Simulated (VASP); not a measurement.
# SiC (Cm) in VASP: single point with PBE

Aim: the single point of SiC with PBE.

All numbers are computed with VASP 6.6.1; they aren't measurements. Logs are shortened: lines on timing, memory, paths and dates and some standing lists are left out, and cuts for length are marked.

**1. The cell of the first run**

The structure is monoclinic, space group Cm (No. 8). The conventional cell has a = 5.325 Å, b = 3.075 Å, c = 3.075 Å, α = 90.00°, β = 125.26°, γ = 90.00°. Within 2.4 Å of Si (site symmetry m) lie 4 C at 1.78 to 1.99 Å. C (site symmetry m) has 4 Si at 1.78 to 1.99 Å within 2.4 Å.

**2. Single point, PBE**

File INCAR:

```
SYSTEM = SiC
  PREC = Accurate
  ENCUT = 520
  EDIFF = 1E-6
  ISMEAR = 0
  SIGMA = 0.05
  LREAL = .FALSE.
  LASPH = .TRUE.
  NELM = 100
  ALGO = Normal
  ISIF = 2
  LWAVE = .FALSE.
  LCHARG = .TRUE.
  GGA = PE
  LELF = .TRUE.
  LVHAR = .TRUE.
  NBANDS = 11
```

File KPOINTS:

```
regular mesh
0
G
  12 12 12
  0 0 0
```

File POSCAR:

```
SiC
1.0
    0.0000000000      2.1740000000      2.1740000000
    2.1740000000      0.0000000000      2.1740000000
    2.1740000000      2.1740000000      0.0000000000
Si C
1 1
Direct
   -0.0406570136      0.0000000000      0.0000000000
    0.7500000000      0.7500000000      0.7500000000
```

Potentials or basis: VASP PAW PBE potentials, release 64 (Si, C).

Started as:

```bash
cat potpaw_PBE.64/Si/POTCAR potpaw_PBE.64/C/POTCAR > POTCAR
mpirun -np 1 vasp_std > vasp.out
```

OUTCAR:

```text
SYSTEM = SiC
   PREC = Accurate
   ENCUT = 520
   EDIFF = 1E-6
   ISMEAR = 0
   LREAL = .FALSE.
   LASPH = .TRUE.
   NELM = 100
   ISIF = 2
   GGA = PE

 ion  position               nearest neighbor table
   1  0.959  0.000  0.000-   2 1.78   2 1.89   2 1.89   2 1.99
   2  0.750  0.750  0.750-   1 1.78   1 1.89   1 1.89   1 1.99

  LATTYP: Found a face centered cubic cell.
 ALAT       =     4.3480000000

  Lattice vectors:

 A1 = (   0.0000000000,   2.1740000000,   2.1740000000)
 A2 = (   2.1740000000,   0.0000000000,   2.1740000000)
 A3 = (   2.1740000000,   2.1740000000,   0.0000000000)

Analysis of symmetry for initial positions (statically):
=====================================================================
 Subroutine PRICEL returns:
 Original cell was already a primitive cell.

 Routine SETGRP: Setting up the symmetry group for a
 face centered cubic supercell.

 Subroutine GETGRP returns: Found  2 space group operations
 (whereof  2 operations were pure point group operations)
 out of a pool of 48 trial point group operations.

The static configuration has the point symmetry C_1h.

Analysis of symmetry for dynamics (positions and initial velocities):
=====================================================================
 Subroutine PRICEL returns:
 Original cell was already a primitive cell.

 Routine SETGRP: Setting up the symmetry group for a
 face centered cubic supercell.

 Subroutine GETGRP returns: Found  2 space group operations
 (whereof  2 operations were pure point group operations)
 out of a pool of 48 trial point group operations.

The dynamic configuration has the point symmetry C_1h.

 Subroutine INISYM returns: Found  2 space group operations
 (whereof  2 operations are pure point group operations),
 and found     1 'primitive' translations

----------------------------------------------------------------------------------------

                                     Primitive cell

  volume of cell :      20.5498

  direct lattice vectors                    reciprocal lattice vectors
     0.000000000  2.174000000  2.174000000    -0.229990800  0.229990800  0.229990800
     2.174000000  0.000000000  2.174000000     0.229990800 -0.229990800  0.229990800
     2.174000000  2.174000000  0.000000000     0.229990800  0.229990800 -0.229990800

  length of vectors
     3.074500285  3.074500285  3.074500285     0.398355752  0.398355752  0.398355752

  position of ions in fractional coordinates (direct lattice)
     0.959342986  0.000000000  0.000000000
     0.750000000  0.750000000  0.750000000

[... 85 lines left out ...]
   TEBEG  =    0.0;   TEEND  =   0.0 temperature during run
   PSTRESS=    0.0 pullay stress
   NELECT =       8.0000    total number of electrons
   NUPDOWN=      -1.0000    fix difference up-down
   EMIN   =  10.00;   EMAX   =-10.00  energy-range for DOS
   EFERMI =   0.00;   METHOD = LEGACY
   ISMEAR =     0;   SIGMA  =   0.05  broadening in eV -4-tet -1-fermi 0-gaus
   EFERMI_NEDOS =   21; number of points for ismear=-14 and -15
   IALGO  =     38    algorithm
   IMIX   =      4    mixing-type and parameters
     AMIX     =   0.40;   BMIX     =  1.00
     AMIX_MAG =   1.60;   BMIX_MAG =  1.00
  volume/ion in A,a.u.               =      10.27        69.34
  Fermi-wavevector in a.u.,A,eV,Ry     =   1.195369  2.258920 19.441458  1.428907
  Thomas-Fermi vector in A             =   2.331336
   LORBIT       =      0    0 simple, 1 ext, 2 COOP (PROOUT), +10 PAW based schemes
   GGA     = PE    functional components
   LHFCALC =     F    Hartree Fock is set to
   AEXX    =    0.0000 exact exchange contribution
   IVDW    =     0    specifies the selected vdW correction
   LEPSILON=     F    determine dielectric tensor
   LRPA    =     F    only Hartree local field effects (RPA)
 non-spin polarized calculation
 Gauss-broadening in eV      SIGMA  =   0.05
  energy-cutoff  :      520.00
  volume of cell :       20.55
 maximum number of plane-waves:       568
   NGX = 11   NGY = 11   NGZ = 11

 number of electron       8.0000001 magnetization

 Free energy of the ion-electron system (eV)
  ---------------------------------------------------
  ext. energy  EPLUGINS =         0.00000000
  ---------------------------------------------------
  free energy    TOTEN  =       -14.90098214 eV

  energy without entropy =      -14.90098214  energy(sigma->0) =      -14.90098214

 E-fermi :   8.9429     XC(G=0): -11.3868

 val. band max:        8.7294815753   @ k =   0.0000   0.0000   0.0000
 cond. band min:       9.4873483684   @ k =   0.0000   0.5000   0.5000
 fundamental gap:      0.7578667931
 Fermi energy:         8.9428774201

 k-point     1 :       0.0000    0.0000    0.0000
  band No.  band energies     occupation
      1      -7.2844      2.00000
      2       7.5619      2.00000
      3       8.1881      2.00000
      4       8.7295      2.00000
      5      14.4212      0.00000
      6      15.3716      0.00000
      7      15.4931      0.00000
      8      15.8422      0.00000
      9      22.6986      0.00000
     10      22.7002      0.00000
     11      24.6251      0.00000
[... 309 lines left out ...]
 k-point    24 :       0.0833    0.0000    0.1667
  band No.  band energies     occupation
      1      -6.7858      2.00000
      2       6.1827      2.00000
      3       7.1570      2.00000
      4       8.2741      2.00000
      5      14.5728      0.00000
      6      15.2241      0.00000
      7      16.5359      0.00000
      8      16.9212      0.00000
      9      19.9341      0.00000
     10      22.5025      0.00000
     11      24.8889      0.00000

 [... further k-points ...]

------------------------ aborting loop because EDIFF is reached ----------------------------------------

  FORCE on cell =-STRESS in cart. coord.  units (eV):
  Direction    XX          YY          ZZ          XY          YZ          ZX
  --------------------------------------------------------------------------------------
  -------------------------------------------------------------------------------------
  Total        0.9908333      0.7898438      0.7898438      0.8001261      0.3043868      0.8001261
  in kB       77.2507247     61.5804974     61.5804974     62.3821619     23.7316384     62.3821623
  external PRESSURE =      66.8039065 kB  Pullay stress =       0.0000000 kB

 VOLUME and BASIS-vectors are now :
 -----------------------------------------------------------------------------
  energy-cutoff  :      520.00
  volume of cell :       20.55
      direct lattice vectors                 reciprocal lattice vectors
     0.000000000  2.174000000  2.174000000    -0.229990800  0.229990800  0.229990800
     2.174000000  0.000000000  2.174000000     0.229990800 -0.229990800  0.229990800
     2.174000000  2.174000000  0.000000000     0.229990800  0.229990800 -0.229990800

 POSITION                                       TOTAL-FORCE (eV/Angst)
 -----------------------------------------------------------------------------------
      0.00000      2.08561      2.08561         0.553539      1.744952      1.744952
      3.26100      3.26100      3.26100        -0.553539     -1.744952     -1.744952
 -----------------------------------------------------------------------------------
    total drift:                                0.000013     -0.000029     -0.000029

  FREE ENERGIE OF THE ION-ELECTRON SYSTEM (eV)
  ---------------------------------------------------
  free  energy   TOTEN  =       -14.9009821425 eV

  energy  without entropy=      -14.9009821425  energy(sigma->0) =      -14.90098214
```

OSZICAR:

```text
N       E                     dE             d eps       ncg     rms          rms(c)
DAV:   1     0.390853821318E+01    0.39085E+01   -0.40263E+03 10800   0.617E+02
DAV:   2    -0.161952547271E+02   -0.20104E+02   -0.19269E+02 13154   0.111E+02
DAV:   3    -0.168260182187E+02   -0.63076E+00   -0.62946E+00 12886   0.163E+01
DAV:   4    -0.168284646796E+02   -0.24465E-02   -0.24463E-02 11947   0.128E+00
DAV:   5    -0.168284755556E+02   -0.10876E-04   -0.10876E-04 12874   0.797E-02    0.902E+00
DAV:   6    -0.149618360296E+02    0.18666E+01   -0.67198E+00 11747   0.116E+01    0.397E+00
DAV:   7    -0.149089252632E+02    0.52911E-01   -0.40274E-01 12638   0.364E+00    0.182E+00
DAV:   8    -0.149007791225E+02    0.81461E-02   -0.21570E-02 11783   0.976E-01    0.174E-01
DAV:   9    -0.149008715945E+02   -0.92472E-04   -0.17311E-03 12980   0.240E-01    0.112E-01
DAV:  10    -0.149009772264E+02   -0.10563E-03   -0.23671E-04 11621   0.954E-02    0.287E-02
DAV:  11    -0.149009819249E+02   -0.46985E-05   -0.34721E-05 12635   0.325E-02    0.785E-03
DAV:  12    -0.149009821425E+02   -0.21761E-06   -0.15310E-06  7986   0.817E-03
   1 F= -.14900982E+02 E0= -.14900982E+02  d E =-.200506E-12
```

Wall time 1.8 min (1 thread of Intel Xeon 8259CL, shared host); peak memory 0.22 GiB.

Results:

* Free energy: -14.9010 eV
* Pressure: 6.7 GPa
* Largest force: 2.529 eV/Å
* Band gap on the k mesh: 0.76 eV (least direct gap 4.29 eV)

Forces on the atoms (eV/Å):
```
Si   0.554  1.745  1.745
C   -0.554 -1.745 -1.745
```

Stress tensor (GPa, compression positive):
```
7.73 6.24 6.24
6.24 6.16 2.37
6.24 2.37 6.16
```

Caveat: the cell differs from its parent crystal (all Si atoms moved +0.125 Å, as atom 1 towards its neighbour atom 1 (Si) at 3.075 Å); the cell stands under pressure; semilocal functionals underestimate gaps, and a narrow one can read as zero; forces of over 1 eV/Å act on the atoms, so gaps and moduli don't describe the material at rest. A k mesh can miss the band edges.
